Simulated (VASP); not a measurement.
A run of VASP 6.6.1 is set up as follows.

The input INCAR:

```
ALGO = Fast ; EDIFF = 1E-6
ENCUT = 520 ; GGA = PE
ISIF = 2 ; ISMEAR = 0
LASPH = T ; LCHARG = F
LREAL = F ; LWAVE = F
NBANDS = 10 ; NELM = 80
PREC = Accurate ; SIGMA = 0.05
```

The input KPOINTS:

```
k-points
0
Gamma
  22 22 22
```

Contents of POSCAR:

```
Fe
1.0
   -1.3880890628      1.3880890628      1.3880890628
    1.3880890628     -1.3880890628      1.3880890628
    1.3880890628      1.3880890628     -1.3880890628
Fe
1
Direct
    0.0000000000      0.0000000000      0.0000000000
```

Potentials or basis: VASP PAW PBE potentials, release 64 (Fe).

Command:

```console
$ cat potpaw_PBE.64/Fe/POTCAR > POTCAR
$ mpirun -np 1 vasp_std > vasp.out
```

**Question.** What does it give for the band gap on the k mesh?

**Answer.** Zero (band 4 reaches 7.51 eV, above the bottom of band 5 at 5.47 eV).

**Question.** Estimate the pressure.

**Answer.** -5.5 GPa.

Caveat: the run has no spin polarisation, though such a crystal can be magnetic. Spin polarisation is off, so any magnetic state and its effect on volume and gap are missing.
